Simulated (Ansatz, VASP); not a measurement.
# Co in VASP and in Ansatz

Contents of INCAR:

```
PREC = Accurate
ENCUT = 520
EDIFF = 1E-6
ISMEAR = -1
SIGMA = 0.1
LREAL = False
LASPH = True
NELM = 100
ALGO = Normal
ISIF = 2
LWAVE = False
LCHARG = False
GGA = B5
ALDAX = 1.0
AGGAX = 1.0
AGGAC = 1.0
ALDAC = 0.0
NBANDS = 16
```

Contents of KPOINTS:

```
Automatic mesh
0
Gamma
  12 12 12
```

The input POSCAR:

```
Co
1.0
    0.0000000000      2.4328788635      2.4328788635
    2.4328788635      0.0000000000      2.4328788635
    2.4328788635      2.4328788635      0.0000000000
Co
2
Direct
    0.1250000000      0.1250000000      0.1250000000
    0.8750000000      0.8750000000      0.8750000000
```

Input for Ansatz:

```yaml
crystal:
  lattice:
    - [0.0, 2.4328788635, 2.4328788635]
    - [2.4328788635, 0.0, 2.4328788635]
    - [2.4328788635, 2.4328788635, 0.0]
  atoms:
    - { symbol: Co, position: [0.125, 0.125, 0.125] }
    - { symbol: Co, position: [0.875, 0.875, 0.875] }
hamiltonian:
  xc: blyp
  pseudopotentials:
    kind: paw
    azcp:
      Co: "pseudopotentials/Co.paw.azcp"
basis:
  ecutwfc: 420
  fft_grid_basis: typed
kpoints:
  mp_grid: { grid: [12, 12, 12], shift: [0, 0, 0] }
magnetization:
  spin_polarized: false
scf:
  occupations: { method: fermi_dirac, width: 0.1 }
  lower_state_search: "off"
output:
  stress: true
```

Alike in both runs: task single point; functional BLYP; k mesh 12 × 12 × 12; occupations fermi-dirac, width 0.1 eV; no spin polarisation.

|  | VASP | Ansatz |
| --- | --- | --- |
| version | VASP 6.6.1 | Ansatz 0.2.0 |
| potentials or method | VASP PAW PBE potentials, release 64 (Co), cutoff 520 eV | plane waves (420 eV) with PAW, scalar-relativistic |
| valence electrons in the cell | 18 | 34 |

VASP gave:

```
pressure (GPa) : 10.6
```

Task: Which values does Ansatz return?

Result: Pressure (GPa): 11.5.

VASP's potentials were made for PBE, not for BLYP. With one functional, cell and mesh, what is left measures potentials, basis and numerics. VASP's potentials hold 18 valence electrons a cell and Ansatz's 34, so a difference there can come from the potentials and not from the codes.
